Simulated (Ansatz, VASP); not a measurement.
**In3B2As: VASP beside Ansatz**

```
In B As
1.0
     3.24117    1.87129    3.72712
    -3.24117    1.87129    3.72712
     0.00000   -3.74258    3.72712
In B As
3 2 1
Direct
  0.50000 0.50000 0.00000
  0.00000 0.50000 0.50000
  0.50000 0.00000 0.50000
  0.33730 0.33730 0.33730
  0.66270 0.66270 0.66270
  0.50000 0.50000 0.50000
```

Alike in both runs: task single point; functional PBE; k mesh 3 × 3 × 3; occupations gaussian, width 0.1 eV; no spin polarisation.

```csv
,VASP,Ansatz
version,VASP 6.6.1,Ansatz 0.2.0
potentials or method,"VASP PAW PBE potentials, release 64 (In_d, B, As_d), cutoff 560 eV","scalar-relativistic, plane waves, PAW"
valence electrons in the cell,60,60
```

Ansatz gave:

| Quantity | Value |
| --- | --- |
| gap on the k mesh at the Fermi level (eV) | 0.05 |
| least direct gap on the mesh (eV) | 0.33 |
| rms of the force components (eV/Å) | 1.169 |

Problem. Which values does VASP return?

Solution. gap on the k mesh at the Fermi level (eV): 0.05; least direct gap on the mesh (eV): 0.33; rms of the force components (eV/Å): 1.160.

Atom by atom the forces differ by 0.009 eV/Å (rms over components).
